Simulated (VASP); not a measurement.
A run of VASP 6.6.1:

The input POSCAR:

```
HfN
1.0
    2.8804368117      0.0000000000      0.0000000000
    0.0000000000      2.8804368117      0.0000000000
    0.0000000000      0.0000000000      2.8804368117
Hf N
1 1
Direct
    0.5000000000      0.5000000000      0.5000000000
    0.0000000000      0.0000000000      0.0000000000
```

The input INCAR.step1:

```
SYSTEM = HfN
ALGO = Normal
EDIFF = 1E-5
ENCUT = 520
GGA = PE
ISIF = 2
ISMEAR = -1
LASPH = .True.
LCHARG = .False.
LREAL = .False.
LWAVE = .True.
NBANDS = 14
NELM = 80
PREC = Accurate
SIGMA = 0.05
```

INCAR.step2

```
SYSTEM = HfN
AEXX = 0.25
ALGO = Normal
EDIFF = 1E-6
ENCUT = 520
GGA = PE
ISIF = 2
ISMEAR = -1
ISTART = 1
LASPH = .True.
LCHARG = .False.
LHFCALC = .True.
LREAL = .False.
LWAVE = .False.
NBANDS = 14
NELM = 80
PREC = Accurate
PRECFOCK = Normal
SIGMA = 0.05
```

The input KPOINTS:

```
k-points
0
Gamma
  5 5 5
  0 0 0
```

Potentials or basis: VASP PAW PBE potentials, release 64 (Hf_pv, N).

Launch:

```bash
$ cat potpaw_PBE.64/Hf_pv/POTCAR potpaw_PBE.64/N/POTCAR > POTCAR
$ cp INCAR.step1 INCAR
$ mpirun -np 1 vasp_std > vasp.out
$ cp INCAR.step2 INCAR
$ mpirun -np 1 vasp_std > vasp.out
```

Hardware: 1 thread of Intel(R) Xeon(R) Platinum 8488C (Sapphire Rapids) (shared host).

Problem. How long does it take, and how much memory?

Solution. It took 5.2 min on 1 thread of Intel(R) Xeon(R) Platinum 8488C (Sapphire Rapids) (shared host), peak memory 0.15 GiB. Counts: k points 10.
